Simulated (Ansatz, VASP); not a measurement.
## Al12H in VASP and in Ansatz

File INCAR:

```
SYSTEM = Al12H
PREC = Accurate
ENCUT = 520
EDIFF = 1E-6
ISMEAR = 0
SIGMA = 0.1
LREAL = .FALSE.
LASPH = .TRUE.
NELM = 80
ALGO = Normal
ISIF = 2
LWAVE = .FALSE.
LCHARG = .FALSE.
LDIPOL = .TRUE.
IDIPOL = 3
DIPOL = 0.5 0.5 0.310
GGA = PE
IVDW = 12
NBANDS = 30
```

File KPOINTS:

```
Automatic mesh
0
G
  6 6 1
  0 0 0
```

File POSCAR:

```
Al12H
1.0
    5.6314608525      0.0000000000      0.0000000000
   -2.8157304263      4.8769881587      0.0000000000
    0.0000000000      0.0000000000     21.5684292007
Al H
12 1
Direct
    0.3333333333      0.1666666667      0.1854562501
    0.3333333333      0.6666666667      0.1854562501
    0.8333333333      0.1666666667      0.1854562501
    0.8333333333      0.6666666667      0.1854562501
    0.1666666667      0.3333333333      0.2913950739
    0.1666666667      0.8333333333      0.2913950739
    0.6666666667      0.3333333333      0.2913950739
    0.6666666667      0.8333333333      0.2913950739
    0.0000000000      0.0000000000      0.3972671872
    0.0000000000      0.5000000000      0.3972671872
    0.5000000000      0.0000000000      0.3972671872
    0.5000000000      0.5000000000      0.3972671872
    0.2500000000      0.1666666667      0.5363593748
```

Input for Ansatz:

```yaml
crystal:
  lattice:
    - [5.6314608525, 0.0, 0.0]
    - [-2.8157304263, 4.8769881587, 0.0]
    - [0.0, 0.0, 21.5684292007]
  atoms:
    - { symbol: Al, position: [0.3333333333, 0.1666666667, 0.1854562501] }
    - { symbol: Al, position: [0.3333333333, 0.6666666667, 0.1854562501] }
    - { symbol: Al, position: [0.8333333333, 0.1666666667, 0.1854562501] }
    - { symbol: Al, position: [0.8333333333, 0.6666666667, 0.1854562501] }
    - { symbol: Al, position: [0.1666666667, 0.3333333333, 0.2913950739] }
    - { symbol: Al, position: [0.1666666667, 0.8333333333, 0.2913950739] }
    - { symbol: Al, position: [0.6666666667, 0.3333333333, 0.2913950739] }
    - { symbol: Al, position: [0.6666666667, 0.8333333333, 0.2913950739] }
    - { symbol: Al, position: [0.0, 0.0, 0.3972671872] }
    - { symbol: Al, position: [0.0, 0.5, 0.3972671872] }
    - { symbol: Al, position: [0.5, 0.0, 0.3972671872] }
    - { symbol: Al, position: [0.5, 0.5, 0.3972671872] }
    - { symbol: H, position: [0.25, 0.1666666667, 0.5363593748] }
basis:
  ecutwfc: 420
kpoints:
  mp_grid: { grid: [6, 6, 1] }
hamiltonian:
  xc: pbe
  pseudopotentials: { kind: paw, azcp: { folder: soft_1 } }
  dispersion: d3bj
scf:
  occupations: { method: gaussian, width: 0.1 }
output:
  forces: true
  eigenvalues: true
efield:
  axis: 3
  dipole_correction: true
  ramp_width: 0.04
```

Alike in both runs: task single point; functional PBE; dispersion D3(BJ); k mesh 6 × 6 × 1; occupations gaussian, width 0.1 eV; no spin polarisation.

|  | VASP | Ansatz |
| --- | --- | --- |
| version | VASP 6.6.1 | Ansatz 0.2.0 |
| potentials or method | VASP PAW PBE potentials, release 64 (Al, H), cutoff 520 eV | scalar-relativistic, plane waves, PAW |
| valence electrons in the cell | 37 | 37 |

```tsv
	VASP	Ansatz	Ansatz less VASP
gap on the k mesh at the Fermi level (eV)	none	none	-
rms of the force components (eV/Å)	0.196	0.196	+0.0001
```

Atom by atom the forces differ by 0.000 eV/Å (rms over components). A gap of «none» marks a metal or a gap that the smearing closes.
